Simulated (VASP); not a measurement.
# TaN (R-3m) in VASP: further runs

Runs on TaN. Level: PBEsol. Tasks: single point.

All numbers are computed with VASP 6.6.1; they aren't measurements. Logs are shortened: lines on timing, memory, paths and dates and some standing lists are left out, and cuts for length are marked.

### Step 1. The cell of the first run

It takes space group R-3m (No. 166, trigonal). Conventional cell: a = 3.128 Å, b = 3.128 Å, c = 7.212 Å, α = 90.00°, β = 90.00°, γ = 120.00°. Within 2.9 Å of Ta (site symmetry -3m) lie 6 N at 2.17 Å. N (site symmetry -3m) has 6 Ta at 2.17 Å within 2.9 Å.

### Step 2. Single point, PBEsol

The input, INCAR:

```
SYSTEM = TaN
PREC = Accurate
ENCUT = 520
EDIFF = 1E-6
ISMEAR = 0
SIGMA = 0.15
LREAL = .False.
LASPH = .True.
NELM = 80
ALGO = Normal
ISIF = 2
LWAVE = .False.
LCHARG = .True.
GGA = PS
LELF = .True.
LVHAR = .True.
NBANDS = 15
```

The input, KPOINTS:

```
Automatic mesh
0
Gamma
  20 20 20
  0 0 0
```

The input, POSCAR:

```
TaN
1.0
   -0.0868643865      2.1253016534      2.1253016534
    2.1253016534     -0.0868643865      2.1253016534
    2.1253016534      2.1253016534     -0.0868643865
Ta N
1 1
Direct
    0.5000000000      0.5000000000      0.5000000000
    0.0000000000      0.0000000000      0.0000000000
```

Potentials or basis: VASP PAW PBE potentials, release 64 (Ta_pv, N).

Command:

```
$ cat potpaw_PBE.64/Ta_pv/POTCAR potpaw_PBE.64/N/POTCAR > POTCAR
$ mpirun -np 1 vasp_std > vasp.out
```

OUTCAR:

```text
SYSTEM = TaN
   PREC = Accurate
   ENCUT = 520
   EDIFF = 1E-6
   ISMEAR = 0
   LREAL = .False.
   LASPH = .True.
   NELM = 80
   ISIF = 2
   GGA = PS

 ion  position               nearest neighbor table
   1  0.500  0.500  0.500-   2 2.17   2 2.17   2 2.17   2 2.17   2 2.17   2 2.17
   2  0.000  0.000  0.000-   1 2.17   1 2.17   1 2.17   1 2.17   1 2.17   1 2.17

  LATTYP: Found a trigonal (rhomboedric) cell.
 ALAT       =     3.0068853749
 COS(alpha) =     0.4587452802

  Lattice vectors:

 A1 = (  -0.0868643865,   2.1253016534,   2.1253016534)
 A2 = (   2.1253016534,  -0.0868643865,   2.1253016534)
 A3 = (   2.1253016534,   2.1253016534,  -0.0868643865)

Analysis of symmetry for initial positions (statically):
=====================================================================
 Subroutine PRICEL returns:
 Original cell was already a primitive cell.

 Routine SETGRP: Setting up the symmetry group for a
 trigonal (rhombohedral) supercell.

 Subroutine GETGRP returns: Found 12 space group operations
 (whereof 12 operations were pure point group operations)
 out of a pool of 12 trial point group operations.

The static configuration has the point symmetry D_3d.

Analysis of symmetry for dynamics (positions and initial velocities):
=====================================================================
 Subroutine PRICEL returns:
 Original cell was already a primitive cell.

 Routine SETGRP: Setting up the symmetry group for a
 trigonal (rhombohedral) supercell.

 Subroutine GETGRP returns: Found 12 space group operations
 (whereof 12 operations were pure point group operations)
 out of a pool of 12 trial point group operations.

The dynamic configuration has the point symmetry D_3d.

 Subroutine INISYM returns: Found 12 space group operations
 (whereof 12 operations are pure point group operations),
 and found     1 'primitive' translations

----------------------------------------------------------------------------------------

                                     Primitive cell

  volume of cell :      20.3760

  direct lattice vectors                    reciprocal lattice vectors
    -0.086864387  2.125301653  2.125301653    -0.221307504  0.230738130  0.230738130
     2.125301653 -0.086864387  2.125301653     0.230738130 -0.221307504  0.230738130
     2.125301653  2.125301653 -0.086864387     0.230738130  0.230738130 -0.221307504

  length of vectors
     3.006885375  3.006885375  3.006885375     0.394280586  0.394280586  0.394280586

  position of ions in fractional coordinates (direct lattice)
     0.500000000  0.500000000  0.500000000
     0.000000000  0.000000000  0.000000000

  ion indices of the primitive-cell ions
   primitive index   ion index
                 1           1
                 2           2

----------------------------------------------------------------------------------------

 KPOINTS: Automatic mesh

Automatic generation of k-mesh.
 Grid dimensions read from file:
 generate k-points for:   20   20   20

 Generating k-lattice:

  Cartesian coordinates                     Fractional coordinates (reciprocal lattice)
    -0.011065375  0.011536907  0.011536907     0.050000000 -0.000000000 -0.000000000
     0.011536907 -0.011065375  0.011536907    -0.000000000  0.050000000 -0.000000000
     0.011536907  0.011536907 -0.011065375    -0.000000000 -0.000000000  0.050000000

  Length of vectors
     0.019714029  0.019714029  0.019714029

  Shift w.r.t. Gamma in fractional coordinates (k-lattice)
     0.000000000  0.000000000  0.000000000

 Subroutine IBZKPT returns following result:
 ===========================================

 Found    781 irreducible k-points:

 Following reciprocal coordinates:
            Coordinates               Weight
  0.000000  0.000000  0.000000      1.000000
  0.050000  0.000000  0.000000      6.000000
  0.100000  0.000000 -0.000000      6.000000
  0.150000 -0.000000 -0.000000      6.000000
  0.200000  0.000000 -0.000000      6.000000
  0.250000  0.000000 -0.000000      6.000000
[... 16 lines left out ...]
 -0.400000  0.050000  0.000000     12.000000
 -0.350000  0.050000 -0.000000     12.000000
 [... further k-points ...]
   k-points           NKPTS =    781   k-points in BZ     NKDIM =    781   number of bands    NBANDS=     15
   number of dos      NEDOS =    301   number of ions     NIONS =      2
   total plane-waves  NPLWV =  13824
   dimension x,y,z NGX =    24 NGY =   24 NGZ =   24
   dimension x,y,z NGXF=    48 NGYF=   48 NGZF=   48
   ions per type =               1   1
   NGX,Y,Z   is equivalent  to a cutoff of  13.27, 13.27, 13.27 a.u.
   NGXF,Y,Z  is equivalent  to a cutoff of  26.54, 26.54, 26.54 a.u.
 SYSTEM =  TaN
   PREC   = accura    normal or accurate (medium, high low for compatibility)
   ISTART =      0    job   : 0-new  1-cont  2-samecut
   ICHARG =      2    charge: 1-file 2-atom 10-const
   ISPIN  =      1    spin polarized calculation?
   LNONCOLLINEAR =      F non collinear calculations
   LSORBIT =      F    spin-orbit coupling
   LASPH  =      T    aspherical Exc in radial PAW
   ENCUT  =  520.0 eV  38.22 Ry    6.18 a.u.   5.59  5.59  5.59*2*pi/ulx,y,z
   NELM   =     80;   NELMIN=  2; NELMDL= -5     # of ELM steps
   EDIFF  = 0.1E-05   stopping-criterion for ELM
   LREAL  =      F    real-space projection
   EDIFFG = 0.1E-04   stopping-criterion for IOM
   NSW    =      0    number of steps for IOM
   IBRION =     -1    ionic relax: 0-MD 1-quasi-New 2-CG
   NFREE  =      0    steps in history (QN), initial steepest desc. (CG)
   ISIF   =      2    stress and relaxation
   ISYM   =      2    0-nonsym 1-usesym 2-fastsym
   POTIM  = 0.5000    time-step for ionic-motion
   TEBEG  =    0.0;   TEEND  =   0.0 temperature during run
   PSTRESS=    0.0 pullay stress
   NELECT =      16.0000    total number of electrons
   NUPDOWN=      -1.0000    fix difference up-down
   EMIN   =  10.00;   EMAX   =-10.00  energy-range for DOS
   EFERMI =   0.00;   METHOD = LEGACY
   ISMEAR =     0;   SIGMA  =   0.15  broadening in eV -4-tet -1-fermi 0-gaus
   EFERMI_NEDOS =   21; number of points for ismear=-14 and -15
   IALGO  =     38    algorithm
   IMIX   =      4    mixing-type and parameters
     AMIX     =   0.40;   BMIX     =  1.00
     AMIX_MAG =   1.60;   BMIX_MAG =  1.00
  volume/ion in A,a.u.               =      10.19        68.75
  Fermi-wavevector in a.u.,A,eV,Ry     =   1.510342  2.854132 31.036681  2.281132
  Thomas-Fermi vector in A             =   2.620544
   LORBIT       =      0    0 simple, 1 ext, 2 COOP (PROOUT), +10 PAW based schemes
   GGA     = PS    functional components
   LHFCALC =     F    Hartree Fock is set to
   AEXX    =    0.0000 exact exchange contribution
   IVDW    =     0    specifies the selected vdW correction
   LEPSILON=     F    determine dielectric tensor
   LRPA    =     F    only Hartree local field effects (RPA)
 non-spin polarized calculation
 Gauss-broadening in eV      SIGMA  =   0.15
  energy-cutoff  :      520.00
  volume of cell :       20.38
 maximum number of plane-waves:       562
   NGX = 11   NGY = 11   NGZ = 11

 number of electron      16.0000002 magnetization

 Free energy of the ion-electron system (eV)
  ---------------------------------------------------
  ext. energy  EPLUGINS =         0.00000000
  ---------------------------------------------------
  free energy    TOTEN  =       -23.16934424 eV

  energy without entropy =      -23.15952378  energy(sigma->0) =      -23.16443401

 E-fermi :   9.8233     XC(G=0): -13.8259

 val. band max:        9.8194350919   @ k =  -0.3000   0.2500   0.1000
 cond. band min:       9.8239618616   @ k =  -0.3500   0.2500   0.0500
 fundamental gap:      0.0045267697
 Fermi energy:         9.8232606606

 k-point     1 :       0.0000    0.0000    0.0000
  band No.  band energies     occupation
      1     -25.8060      2.00000
      2     -25.8060      2.00000
      3     -25.6715      2.00000
      4      -9.2874      2.00000
      5       5.8656      2.00000
      6       5.8656      2.00000
      7       6.1975      2.00000
      8       7.2419      2.00000
      9       7.2419      2.00000
     10       8.2369      2.00000
     11       9.9585      0.20224
     12       9.9585      0.20224
     13      11.9126      0.00000
     14      19.3193      0.00000
     15      22.3180      0.00000

 k-point     2 :       0.0500    0.0000    0.0000
  band No.  band energies     occupation
      1     -25.8290      2.00000
      2     -25.8074      2.00000
      3     -25.6777      2.00000
      4      -9.2212      2.00000
      5       5.4915      2.00000
      6       5.5976      2.00000
      7       5.9483      2.00000
      8       7.3833      2.00000
      9       7.4734      2.00000
     10       8.3441      2.00000
     11      10.2213      0.00017
     12      10.2254      0.00015
     13      12.0819      0.00000
     14      19.5042      0.00000
     15      22.3178      0.00000

 k-point     3 :       0.1000    0.0000   -0.0000
  band No.  band energies     occupation
      1     -25.8991      2.00000
      2     -25.8115      2.00000
      3     -25.6915      2.00000
      4      -9.0274      2.00000
      5       4.6942      2.00000
      6       5.0215      2.00000
      7       5.4245      2.00000
      8       7.6775      2.00000
      9       7.8515      2.00000
     10       8.5935      2.00000
     11      10.9060      0.00000
     12      10.9069      0.00000
     13      12.5511      0.00000
     14      20.0346      0.00000
     15      22.3173      0.00000

 k-point     4 :       0.1500   -0.0000   -0.0000
  band No.  band energies     occupation
      1     -26.0114      2.00000
      2     -25.8178      2.00000
      3     -25.7076      2.00000
      4      -8.7197      2.00000
      5       3.7697      2.00000
      6       4.3719      2.00000
      7       4.8242      2.00000
      8       8.0516      2.00000
      9       8.2397      2.00000
     10       8.9159      2.00000
     11      11.8133      0.00000
     12      11.8390      0.00000
     13      13.2177      0.00000
     14      20.8302      0.00000
     15      22.3167      0.00000
[... 307 lines left out ...]
 k-point    22 :      -0.4500    0.0500    0.0000
  band No.  band energies     occupation
      1     -26.7563      2.00000
      2     -25.8775      2.00000
      3     -25.8013      2.00000
      4      -6.0847      2.00000
      5      -0.7526      2.00000
      6       1.9099      2.00000
      7       2.4793      2.00000
      8      11.0719      0.00000
      9      11.2852      0.00000
     10      12.4343      0.00000
     11      14.4624      0.00000
     12      17.4253      0.00000
     13      17.7110      0.00000
     14      21.5143      0.00000
     15      22.1774      0.00000

 k-point    23 :      -0.4000    0.0500    0.0000
  band No.  band energies     occupation
      1     -26.7040      2.00000
      2     -25.8776      2.00000
      3     -25.7926      2.00000
      4      -6.3284      2.00000
      5      -0.4311      2.00000
      6       2.0589      2.00000
      7       2.5743      2.00000
      8      10.6298      0.00000
      9      11.2708      0.00000
     10      11.7294      0.00000
     11      14.8935      0.00000
     12      16.7824      0.00000
     13      17.3848      0.00000
     14      21.5996      0.00000
     15      22.3753      0.00000

 k-point    24 :      -0.3500    0.0500   -0.0000
  band No.  band energies     occupation
      1     -26.6133      2.00000
      2     -25.8746      2.00000
      3     -25.7796      2.00000
      4      -6.7168      2.00000
      5       0.1019      2.00000
      6       2.3114      2.00000
      7       2.7750      2.00000
      8      10.0764      0.01703
      9      10.8336      0.00000
     10      11.1532      0.00000
     11      15.0655      0.00000
     12      16.0203      0.00000
     13      16.7407      0.00000
     14      21.7574      0.00000
     15      22.3892      0.00000

 [... further k-points ...]
[... 5 lines left out ...]
  --------------------------------------------------------------------------------------
  -------------------------------------------------------------------------------------
  Total        1.4963424      1.4963424      1.4963424      0.4097886      0.4097886      0.4097886
  in kB      117.6583180    117.6583180    117.6583180     32.2219252     32.2219252     32.2219252
  external PRESSURE =     117.6583180 kB  Pullay stress =       0.0000000 kB

 VOLUME and BASIS-vectors are now :
 -----------------------------------------------------------------------------
  energy-cutoff  :      520.00
  volume of cell :       20.38
      direct lattice vectors                 reciprocal lattice vectors
    -0.086864387  2.125301653  2.125301653    -0.221307504  0.230738130  0.230738130
     2.125301653 -0.086864387  2.125301653     0.230738130 -0.221307504  0.230738130
     2.125301653  2.125301653 -0.086864387     0.230738130  0.230738130 -0.221307504

 POSITION                                       TOTAL-FORCE (eV/Angst)
 -----------------------------------------------------------------------------------
      2.08187      2.08187      2.08187         0.000000     -0.000000     -0.000000
      0.00000      0.00000      0.00000        -0.000000      0.000000      0.000000
 -----------------------------------------------------------------------------------
    total drift:                                0.000000     -0.000000     -0.000000

  FREE ENERGIE OF THE ION-ELECTRON SYSTEM (eV)
  ---------------------------------------------------
  free  energy   TOTEN  =       -23.1693442446 eV

  energy  without entropy=      -23.1595237827  energy(sigma->0) =      -23.16443401
```

Run time: 2.2 min. Hardware: 1 thread of Intel Xeon 6975P-C, shared host; peak memory 0.35 GiB.

What came out:

* Free energy: -23.1693 eV
* Pressure: 11.8 GPa
* Band gap on the k mesh: zero (band 8 reaches 12.27 eV, above the bottom of band 9 at 7.24 eV)

Levels at points of the mesh, in eV from the Fermi level:
```tsv
k point	band 6	band 7	band 8	band 9	band 10	band 11
(0.00, 0.00, 0.00)	-3.96	-3.63	-2.58	-2.58	-1.59	0.14
(0.50, 0.00, 0.00)	-8.00	-7.38	1.43	1.49	3.08	4.10
(0.50, 0.50, 0.00)	-5.76	-4.83	-4.47	2.19	3.66	3.96
(0.50, 0.50, 0.50)	-8.22	-8.22	2.44	2.48	2.48	3.81
```

Caveat: the PAW data sets were made with another functional, which shifts forces and pressure a little; spin-orbit coupling is left out, which moves the levels of the heavy elements.

### Step 3. Single point, PBEsol

This run uses another cell than the first one, of the same volume but with other edges.

The input, INCAR:

```
PREC = Accurate ; ENCUT = 520
EDIFF = 1E-6 ; ISMEAR = 0
SIGMA = 0.15 ; LREAL = F
LASPH = T ; NELM = 60
ALGO = Normal ; ISIF = 2
LWAVE = F ; LCHARG = F
GGA = PS ; NBANDS = 15
```

The input, KPOINTS:

```
Automatic mesh
0
Gamma
  20 20 20
```

The input, POSCAR:

```
TaN
1.0
    0.0885201397      2.2130034933      2.2130034933
    2.2130034933      0.0885201397      2.2130034933
    2.2130034933      2.2130034933      0.0885201397
Ta N
1 1
Direct
    0.5000000000      0.5000000000      0.5000000000
    0.0000000000      0.0000000000      0.0000000000
```

Potentials or basis: VASP PAW PBE potentials, release 64 (Ta_pv, N).

Command:

```
$ cat potpaw_PBE.64/Ta_pv/POTCAR potpaw_PBE.64/N/POTCAR > POTCAR
$ mpirun -np 1 vasp_std > vasp.out
```

Wall time 2.1 min (1 thread of Intel Xeon 6975P-C, shared host); peak memory 0.35 GiB.

It converged, with:

```
Free energy            : -23.1724 eV
Pressure               : 11.8 GPa
Band gap on the k mesh : zero (band 8 reaches 11.56 eV, above the bottom of band 9 at 7.91 eV)
```

Stress tensor (GPa, compression positive):
```
11.81 -2.64 -2.64
-2.64 11.81 -2.64
-2.64 -2.64 11.81
```

Levels at points of the mesh, in eV from the Fermi level:
```tsv
k point	band 6	band 7	band 8	band 9	band 10	band 11
(0.00, 0.00, 0.00)	-3.71	-3.71	-2.91	-1.90	-1.90	0.15
(0.50, 0.00, 0.00)	-8.26	-7.62	1.14	2.73	2.87	3.96
(0.50, 0.50, 0.00)	-5.75	-4.80	-4.47	2.21	3.69	3.97
(0.50, 0.50, 0.50)	-7.43	-7.43	1.75	1.75	1.84	4.27
```

Caveat: the PAW data sets were made with another functional, which shifts forces and pressure a little; spin-orbit coupling is left out, which moves the levels of the heavy elements.
